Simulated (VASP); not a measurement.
Crystal: Na.

```xyz
2
Lattice="3.6888 0.0000 0.0000 -1.8444 3.1946 0.0000 0.0000 0.0000 6.2692" Properties=species:S:1:pos:R:3 pbc="T T T"
Na    0.0000    2.1297    1.5673
Na    1.8444    1.0649    4.7019
```

* Program: VASP 6.6.1
* Task: relaxation of cell and atoms
* Functional: PBE
* Dispersion: D3(BJ)
* Potentials or basis: VASP PAW PBE potentials, release 64 (Na_pv)
* Cutoff: 600 eV
* k mesh: 15 × 15 × 8
* Occupations: gaussian, width 0.1 eV
* Spin: no spin polarisation

At the start: pressure -0.6 GPa; volume 36.94 Å³/atom.

Question: Where does the relaxation end?

Answer: Over 9 steps the energy falls by 7.5 meV/atom and the volume is 34.13 Å³/atom (-7.6 %); space group P6_3/mmc (No. 194, to 0.05 Å).

Step by step:
```tsv
step	energy change (eV)	largest force (eV/Å)	pressure (GPa)	volume (Å³)
1	0.0000	0.0000	-0.61	73.88
2	-0.0059	0.0000	-0.51	72.39
3	-0.0144	0.0000	-0.01	68.04
4	-0.0144	0.0000	0.04	67.67
5	-0.0144	0.0000	0.05	67.79
6	-0.0144	0.0000	0.03	67.92
7	-0.0146	0.0000	0.01	67.99
8	-0.0149	0.0000	-0.01	68.20
9	-0.0150	0.0000	-0.01	68.27
```

Final structure:
```cif
data_structure
_symmetry_space_group_name_H-M 'P 1'
_symmetry_Int_Tables_number 1
_cell_length_a 3.6420
_cell_length_b 3.6420
_cell_length_c 5.9430
_cell_angle_alpha 90.000
_cell_angle_beta 90.000
_cell_angle_gamma 120.000
_cell_volume 68.27
loop_
_atom_site_label
_atom_site_type_symbol
_atom_site_fract_x
_atom_site_fract_y
_atom_site_fract_z
_atom_site_occupancy
Na1 Na 0.33333 0.66667 0.25000 1
Na2 Na 0.66667 0.33333 0.75000 1
```

Caveat: pairwise dispersion overbinds metals, which lowers pressure and volume.
